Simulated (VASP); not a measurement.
A run of VASP 6.6.1:

File INCAR:

```
ALGO = Normal
EDIFF = 1E-6
ENCUT = 520
GGA = PE
ISIF = 2
ISMEAR = 0
LASPH = T
LCHARG = T
LELF = T
LREAL = F
LVHAR = T
LWAVE = F
NBANDS = 26
NELM = 100
PREC = Accurate
SIGMA = 0.1
```

The input KPOINTS:

```
k-points
0
Gamma
  4 4 2
```

File POSCAR:

```
CsCdCl2
1.0
    3.9312913184      0.0000000000      0.0000000000
    0.0000000000      3.9312913184      0.0000000000
    0.0000000000      0.0000000000      7.8947236484
Cs Cd Cl
1 1 2
Direct
    0.0000000000      0.0000000000      0.5000000000
    0.0000000000      0.0000000000      0.0000000000
    0.5000000000      0.5000000000      0.2204170207
    0.5000000000      0.5000000000      0.7795829793
```

Potentials or basis: VASP PAW PBE potentials, release 64 (Cs_sv, Cd, Cl).

Run with:

```console
$ cat potpaw_PBE.64/Cs_sv/POTCAR potpaw_PBE.64/Cd/POTCAR potpaw_PBE.64/Cl/POTCAR > POTCAR
$ mpirun -np 1 vasp_std > vasp.out
```

Hardware: 1 thread of Intel(R) Xeon(R) 6975P-C (Granite Rapids), with other jobs on the host.

Task: How long does it take, and how much memory?

Result: It took 15 s on 1 thread of Intel(R) Xeon(R) 6975P-C (Granite Rapids) (shared host), peak memory 0.23 GiB. Counts: scf iterations 13, k points 12.
